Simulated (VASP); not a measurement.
Here is a VASP 6.6.1 calculation.

File INCAR:

```
PREC     = Accurate       # precision mode
ENCUT    = 520            # plane-wave cutoff, eV
EDIFF    = 1E-6           # SCF threshold, eV
ISMEAR   = 0              # smearing method
SIGMA    = 0.1            # smearing width, eV
LREAL    = F              # projectors in reciprocal space
LASPH    = T              # aspherical terms in the spheres
NELM     = 80             # most SCF steps
ALGO     = Normal         # electronic algorithm
ISIF     = 2              # what is computed and relaxed
LWAVE    = F              # write WAVECAR
LCHARG   = F              # write CHGCAR
GGA      = PE             # functional
NBANDS   = 27             # bands
```

Contents of KPOINTS:

```
Automatic mesh
0
Gamma
  4 4 4
```

The input POSCAR:

```
KPd
1.0
    2.2388409257     -5.6805996138      0.0000000000
    2.2388409257      5.6805996138      0.0000000000
    0.0000000000      0.0000000000      4.3362930908
K Pd
2 2
Direct
    0.8620000000      0.1380000000      0.7500000000
    0.1380000000      0.8620000000      0.2500000000
    0.5830000000      0.4170000000      0.7500000000
    0.4170000000      0.5830000000      0.2500000000
```

Potentials or basis: VASP PAW PBE potentials, release 64 (K_sv, Pd).

Command:

```bash
$ cat potpaw_PBE.64/K_sv/POTCAR potpaw_PBE.64/Pd/POTCAR > POTCAR
$ mpirun -np 1 vasp_std > vasp.out
```

Task: Estimate the band gap on the k mesh.

Result: Zero (bands 19 and 20 overlap by 1.03 eV).

Task: Predict the largest force.

Result: 1.011 eV/Å.

Task: What does it give for the pressure?

Result: 1.4 GPa.

Forces on the atoms (eV/Å):
```
K    0.000 -0.014  0.000
K    0.000  0.014  0.000
Pd   0.000  1.011  0.000
Pd   0.000 -1.011  0.000
```

Caveat: the k points lie up to 0.38 Å⁻¹ apart, too coarse for converged energies and pressures of a metal; forces of over 1 eV/Å act on the atoms, so gaps and moduli don't describe the material at rest.
